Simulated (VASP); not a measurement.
# Li (I4/mmm) in VASP: single point with PBE

Aim: the single point of Li with PBE.

All numbers are computed with VASP 6.6.1; they aren't measurements. Logs are shortened: lines on timing, memory, paths and dates and some standing lists are left out, and cuts for length are marked.

## Step 1: The cell of the first run

Symmetry: I4/mmm, No. 139, tetragonal system. Conventional cell: a = 3.360 Å, b = 3.360 Å, c = 3.640 Å, α = 90.00°, β = 90.00°, γ = 90.00°. Li (site symmetry 4/mmm) has 14 Li at 2.99 to 3.64 Å within 3.9 Å.

## Step 2: Single point, PBE (strain -0.040 along x and y, +0.040 along z)

Input file INCAR:

```
SYSTEM = Li
ALGO = Fast
EDIFF = 1E-6
ENCUT = 520
GGA = PE
ISIF = 2
ISMEAR = 0
LASPH = .TRUE.
LCHARG = .TRUE.
LELF = .TRUE.
LREAL = .FALSE.
LVHAR = .TRUE.
LWAVE = .FALSE.
NBANDS = 8
NELM = 100
PREC = Accurate
SIGMA = 0.15
```

Input file KPOINTS:

```
k-points
0
G
  20 20 20
  0 0 0
```

Input file POSCAR:

```
Li
1.0
   -1.6800000000      1.6800000000      1.8200000000
    1.6800000000     -1.6800000000      1.8200000000
    1.6800000000      1.6800000000     -1.8200000000
Li
1
Direct
    0.0000000000      0.0000000000      0.0000000000
```

Potentials or basis: VASP PAW PBE potentials, release 64 (Li_sv).

Command:

```console
$ cat potpaw_PBE.64/Li_sv/POTCAR > POTCAR
$ mpirun -np 1 vasp_std > vasp.out
```

OUTCAR:

```text
SYSTEM = Li
   EDIFF = 1E-6
   ENCUT = 520
   GGA = PE
   ISIF = 2
   ISMEAR = 0
   LASPH = .TRUE.
   LREAL = .FALSE.
   NELM = 100
   PREC = Accurate

 ion  position               nearest neighbor table
   1  0.000  0.000  0.000-

  LATTYP: Found a body centered tetragonal cell.
 ALAT       =     3.3600000000
 C/A-ratio  =     1.0833333333

  Lattice vectors:

 A1 = (  -1.6800000000,   1.6800000000,   1.8200000000)
 A2 = (   1.6800000000,  -1.6800000000,   1.8200000000)
 A3 = (   1.6800000000,   1.6800000000,  -1.8200000000)

Analysis of symmetry for initial positions (statically):
=====================================================================
 Subroutine PRICEL returns:
 Original cell was already a primitive cell.

 Routine SETGRP: Setting up the symmetry group for a
 body centered tetragonal supercell.

 Subroutine GETGRP returns: Found 16 space group operations
 (whereof 16 operations were pure point group operations)
 out of a pool of 16 trial point group operations.

The static configuration has the point symmetry D_4h.

Analysis of symmetry for dynamics (positions and initial velocities):
=====================================================================
 Subroutine PRICEL returns:
 Original cell was already a primitive cell.

 Routine SETGRP: Setting up the symmetry group for a
 body centered tetragonal supercell.

 Subroutine GETGRP returns: Found 16 space group operations
 (whereof 16 operations were pure point group operations)
 out of a pool of 16 trial point group operations.

The dynamic configuration has the point symmetry D_4h.

 Subroutine INISYM returns: Found 16 space group operations
 (whereof 16 operations are pure point group operations),
 and found     1 'primitive' translations

----------------------------------------------------------------------------------------

                                     Primitive cell

  volume of cell :      20.5471

  direct lattice vectors                    reciprocal lattice vectors
    -1.680000000  1.680000000  1.820000000     0.000000000  0.297619048  0.274725275
     1.680000000 -1.680000000  1.820000000     0.297619048  0.000000000  0.274725275
     1.680000000  1.680000000 -1.820000000     0.297619048  0.297619048  0.000000000

  length of vectors
[... 80 lines left out ...]
   EDIFF  = 0.1E-05   stopping-criterion for ELM
   LREAL  =      F    real-space projection
   EDIFFG = 0.1E-04   stopping-criterion for IOM
   NSW    =      0    number of steps for IOM
   IBRION =     -1    ionic relax: 0-MD 1-quasi-New 2-CG
   NFREE  =      0    steps in history (QN), initial steepest desc. (CG)
   ISIF   =      2    stress and relaxation
   ISYM   =      2    0-nonsym 1-usesym 2-fastsym
   POTIM  = 0.5000    time-step for ionic-motion
   TEBEG  =    0.0;   TEEND  =   0.0 temperature during run
   PSTRESS=    0.0 pullay stress
   NELECT =       3.0000    total number of electrons
   NUPDOWN=      -1.0000    fix difference up-down
   EMIN   =  10.00;   EMAX   =-10.00  energy-range for DOS
   EFERMI =   0.00;   METHOD = LEGACY
   ISMEAR =     0;   SIGMA  =   0.15  broadening in eV -4-tet -1-fermi 0-gaus
   EFERMI_NEDOS =   21; number of points for ismear=-14 and -15
   IALGO  =     68    algorithm
   IMIX   =      4    mixing-type and parameters
     AMIX     =   0.40;   BMIX     =  1.00
     AMIX_MAG =   1.60;   BMIX_MAG =  1.00
  volume/ion in A,a.u.               =      20.55       138.66
  Fermi-wavevector in a.u.,A,eV,Ry     =   0.862049  1.629036 10.110876  0.743128
  Thomas-Fermi vector in A             =   1.979793
   LORBIT       =      0    0 simple, 1 ext, 2 COOP (PROOUT), +10 PAW based schemes
   GGA     = PE    functional components
   LHFCALC =     F    Hartree Fock is set to
   AEXX    =    0.0000 exact exchange contribution
   IVDW    =     0    specifies the selected vdW correction
   LEPSILON=     F    determine dielectric tensor
   LRPA    =     F    only Hartree local field effects (RPA)
 non-spin polarized calculation
 RMM-DIIS sequential band-by-band and
 Gauss-broadening in eV      SIGMA  =   0.15
  energy-cutoff  :      520.00
  volume of cell :       20.55
 maximum number of plane-waves:       575
   NGX = 11   NGY = 11   NGZ = 11

 number of electron       2.9999996 magnetization

 Free energy of the ion-electron system (eV)
  ---------------------------------------------------
  ext. energy  EPLUGINS =         0.00000000
  ---------------------------------------------------
  free energy    TOTEN  =        -1.90750569 eV

  energy without entropy =       -1.90247863  energy(sigma->0) =       -1.90499216

 E-fermi :   0.5952     XC(G=0):  -7.0117

 val. band max:        0.5947876854   @ k =   0.4000   0.1000  -0.0000
 cond. band min:       0.6004622411   @ k =  -0.1000  -0.4500   0.1000
 fundamental gap:      0.0056745557
 Fermi energy:         0.5951601965

 k-point     1 :       0.0000    0.0000    0.0000
  band No.  band energies     occupation
      1     -45.9714      2.00000
      2      -2.9553      2.00000
      3      14.8258      0.00000
      4      15.0927      0.00000
      5      15.0928      0.00000
      6      19.2471      0.00000
      7      19.2473      0.00000
      8      20.0174      0.00000
[... 243 lines left out ...]
 k-point    24 :      -0.3500    0.0500    0.0000
  band No.  band energies     occupation
      1     -45.9580      2.00000
      2      -0.9692      2.00000
      3       6.7306      0.00000
      4      11.7927      0.00000
      5      12.8017      0.00000
      6      15.9436      0.00000
      7      17.3652      0.00000
      8      20.0969      0.00000

 [... further k-points ...]

------------------------ aborting loop because EDIFF is reached ----------------------------------------

  FORCE on cell =-STRESS in cart. coord.  units (eV):
  Direction    XX          YY          ZZ          XY          YZ          ZX
  --------------------------------------------------------------------------------------
  -------------------------------------------------------------------------------------
  Total       -0.0295919     -0.0295919     -0.0294814      0.0000000      0.0000000      0.0000000
  in kB       -2.3074532     -2.3074532     -2.2988388      0.0000000      0.0000000      0.0000000
  external PRESSURE =      -2.3045817 kB  Pullay stress =       0.0000000 kB

 VOLUME and BASIS-vectors are now :
 -----------------------------------------------------------------------------
  energy-cutoff  :      520.00
  volume of cell :       20.55
      direct lattice vectors                 reciprocal lattice vectors
    -1.680000000  1.680000000  1.820000000     0.000000000  0.297619048  0.274725275
     1.680000000 -1.680000000  1.820000000     0.297619048  0.000000000  0.274725275
     1.680000000  1.680000000 -1.820000000     0.297619048  0.297619048  0.000000000

 POSITION                                       TOTAL-FORCE (eV/Angst)
 -----------------------------------------------------------------------------------
      0.00000      0.00000      0.00000         0.000000      0.000000      0.000000
 -----------------------------------------------------------------------------------
    total drift:                                0.000000      0.000000     -0.000000

  FREE ENERGIE OF THE ION-ELECTRON SYSTEM (eV)
  ---------------------------------------------------
  free  energy   TOTEN  =        -1.9075056890 eV

  energy  without entropy=       -1.9024786271  energy(sigma->0) =       -1.90499216
```

OSZICAR:

```text
N       E                     dE             d eps       ncg     rms          rms(c)
DAV:   1    -0.140244827758E+00   -0.14024E+00   -0.70915E+02 10376   0.261E+02
DAV:   2    -0.188290580659E+01   -0.17427E+01   -0.16892E+01 14976   0.342E+01
DAV:   3    -0.190872569974E+01   -0.25820E-01   -0.25744E-01 11408   0.313E+00
DAV:   4    -0.190916596867E+01   -0.44027E-03   -0.44026E-03 15536   0.327E-01
DAV:   5    -0.190916858431E+01   -0.26156E-05   -0.26157E-05 11808   0.153E-02    0.221E-01
RMM:   6    -0.190803825581E+01    0.11303E-02   -0.12573E-04 14789   0.632E-02    0.133E-01
RMM:   7    -0.190749161925E+01    0.54664E-03   -0.68643E-04 16504   0.133E-01    0.250E-02
RMM:   8    -0.190750669463E+01   -0.15075E-04   -0.77799E-05 16665   0.540E-02    0.552E-03
RMM:   9    -0.190750848232E+01   -0.17877E-05   -0.36165E-05 16880   0.368E-02    0.393E-03
RMM:  10    -0.190750744181E+01    0.10405E-05   -0.12658E-05 16080   0.227E-02    0.652E-03
RMM:  11    -0.190750636265E+01    0.10792E-05   -0.55706E-06 14761   0.154E-02    0.985E-03
RMM:  12    -0.190750568904E+01    0.67361E-06   -0.19498E-06 12333   0.985E-03
   1 F= -.19075057E+01 E0= -.19049922E+01  d E =-.502706E-02
```

Wall time 54 s (1 thread of Intel Xeon Platinum 8259CL at 2.50GHz (Skylake/Cascade Lake), shared host); peak memory 0.19 GiB.

What came out:

```
Free energy            : -1.9075 eV
Band gap on the k mesh : zero (an odd number of electrons rules out a gap without spin polarisation)
```

Caveat: the cell differs from its parent crystal (strain -0.040 along x and y, +0.040 along z); the cutoff is under 1.25 times the usual one of these potentials, so pressure, stress and relaxed cells hold a basis-set (Pulay) error.
